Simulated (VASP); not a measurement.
**Na: single point with r2SCAN**

Crystal: Na.

```
Na
1.0
    -2.12672    2.12672    2.12672
     2.12672   -2.12672    2.12672
     2.12672    2.12672   -2.12672
Na
1
Direct
  0.00000 0.00000 0.00000
```

```
Program             : VASP 6.6.1
Task                : single point
Functional          : r2SCAN
Potentials or basis : VASP PAW PBE potentials, release 64 (Na_pv)
Cutoff              : 520 eV
k mesh              : 12 × 12 × 12
Occupations         : fermi-dirac, width 0.1 eV
Spin                : no spin polarisation
```

```
Pressure               : -0.1 GPa
Band gap on the k mesh : zero (an odd number of electrons rules out a gap without spin polarisation)
```

Levels at points of the mesh, in eV from the Fermi level:
| k point | band 1 | band 2 | band 3 | band 4 | band 5 | band 6 | band 7 |
| --- | --- | --- | --- | --- | --- | --- | --- |
| (0.00, 0.00, 0.00) | -26.02 | -26.02 | -26.02 | -3.39 | 12.20 | 12.20 | 12.20 |
| (0.50, 0.00, 0.00) | -26.05 | -26.03 | -26.02 | 0.74 | 1.42 | 8.54 | 9.79 |
| (0.50, 0.50, 0.50) | -26.04 | -26.04 | -26.04 | 4.67 | 4.67 | 5.19 | 5.19 |

It took 37 s on 1 thread of Intel(R) Xeon(R) 6975P-C (Granite Rapids), on a shared host, peak memory 0.16 GiB.

Caveat: the PAW data sets were made with another functional, which shifts forces and pressure a little.
